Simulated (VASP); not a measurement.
A run of VASP 6.6.1 is set up as follows.

INCAR

```
SYSTEM = AlN
PREC = Accurate
ENCUT = 600
EDIFF = 1E-6
ISMEAR = -1
SIGMA = 0.1
LREAL = .FALSE.
LASPH = .TRUE.
NELM = 120
ALGO = Normal
ISIF = 2
LWAVE = .FALSE.
LCHARG = .FALSE.
GGA = PE
NBANDS = 11
GGA_COMPAT = .FALSE.
```

KPOINTS

```
regular mesh
0
G
  7 7 7
  0 0 0
```

File POSCAR:

```
AlN
1.0
    0.0000000000      2.1777290000      2.1777290000
    2.1777290000      0.0000000000      2.1777290000
    2.1777290000      2.1777290000      0.0000000000
Al N
1 1
Direct
    0.0000000000      0.0000000000      0.0000000000
    0.5000000000      0.5000000000      0.5000000000
```

Potentials or basis: VASP PAW PBE potentials, release 64 (Al, N).

The run is started by

```console
$ cat potpaw_PBE.64/Al/POTCAR potpaw_PBE.64/N/POTCAR > POTCAR
$ mpirun -np 1 vasp_std > vasp.out
```

Question: Predict the pressure.

Answer: -34.1 GPa.

Question: What does it give for the band gap on the k mesh?

Answer: 2.81 eV, direct.

A k mesh can miss the band edges.
